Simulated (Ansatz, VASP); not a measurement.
# One calculation of Lu, two programs

```
Lu
1.0
     0.00000    3.77838    3.77838
     3.77838    0.00000    3.77838
     3.77838    3.77838    0.00000
Lu
2
Cartesian
  0.9446 0.9446 0.9446
  6.6122 6.6122 6.6122
```

Alike in both runs: task single point; functional r2SCAN; k mesh 8 × 8 × 8; occupations fermi-dirac, width 0.1 eV; no spin polarisation.

|  | VASP | Ansatz |
| --- | --- | --- |
| version | VASP 6.6.1 | Ansatz 0.2.0 |
| potentials or method | VASP PAW PBE potentials, release 64 (Lu), cutoff 520 eV | plane waves (500 eV) with PAW, scalar-relativistic |
| valence electrons in the cell | 50 | 50 |

```tsv
	VASP	Ansatz	Ansatz less VASP
pressure (GPa)	-0.8	-0.8	-0.03
```

VASP's potentials were made for PBE, not for r2SCAN.

Spin-orbit coupling is off throughout.
